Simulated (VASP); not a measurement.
A run of VASP 6.6.1 is set up as follows.

File INCAR:

```
PREC = Accurate
ENCUT = 520
EDIFF = 1E-6
ISMEAR = -1
SIGMA = 0.05
LREAL = False
LASPH = True
NELM = 80
ALGO = Normal
ISIF = 2
LWAVE = False
LCHARG = False
GGA = PE
NBANDS = 19
```

File KPOINTS:

```
regular mesh
0
Gamma
  8 8 4
```

File POSCAR:

```
TiTe2
1.0
    3.5862301448      0.0000000000      0.0000000000
   -1.7931150724      3.1057664092      0.0000000000
    0.0000000000      0.0000000000      6.1285886248
Te Ti
2 1
Direct
    0.3333333333      0.6666666667      0.7171806888
    0.6666666667      0.3333333333      0.2828193112
    0.0000000000      0.0000000000      0.0000000000
```

Potentials or basis: VASP PAW PBE potentials, release 64 (Te, Ti_sv).

Run with:

```bash
$ cat potpaw_PBE.64/Te/POTCAR potpaw_PBE.64/Ti_sv/POTCAR > POTCAR
$ mpirun -np 1 vasp_std > vasp.out
```

Question: What does it give for the band gap on the k mesh?

Answer: Zero (band 12 reaches 9.49 eV, above the bottom of band 13 at 8.64 eV).

Question: Estimate the largest force.

Answer: 0.012 eV/Å.

Forces in eV/Å, atoms in the order of the input:
```
Te   0.000  0.000 -0.012
Te   0.000  0.000  0.012
Ti   0.000  0.000  0.000
```

Caveat: spin-orbit coupling is left out, which moves the levels of the heavy elements.
